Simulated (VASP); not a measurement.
Input of a VASP 6.6.1 run:

Contents of INCAR:

```
ALGO = Normal
EDIFF = 1E-6
ENCUT = 520
ISIF = 2
ISMEAR = -1
LASPH = T
LCHARG = F
LREAL = F
LWAVE = F
NBANDS = 26
NELM = 60
PREC = Accurate
SIGMA = 0.05
```

File KPOINTS:

```
k-points
0
Gamma
  11 11 11
```

The input POSCAR:

```
NbAs
1.0
   -1.6906186857      1.6906186857      5.7207828749
    1.6906186857     -1.6906186857      5.7207828749
    1.6906186857      1.6906186857     -5.7207828749
Nb As
2 2
Direct
    0.5000000000      0.0000000000      0.5000000000
    0.7500000000      0.7500000000      0.0000000000
    0.9160000000      0.4160000000      0.5000000000
    0.1660000000      0.1660000000      0.0000000000
```

Potentials or basis: VASP PAW LDA potentials, release 64 (Nb_sv, As).

Command:

```bash
$ cat potpaw_LDA.64/Nb_sv/POTCAR potpaw_LDA.64/As/POTCAR > POTCAR
$ mpirun -np 1 vasp_std > vasp.out
```

Question: Predict the pressure.

Answer: 6.5 GPa.

Question: Estimate the largest force.

Answer: 0.362 eV/Å.

Stress tensor (GPa, compression positive):
```
6.41 0.00 0.00
0.00 6.41 0.00
0.00 0.00 6.55
```
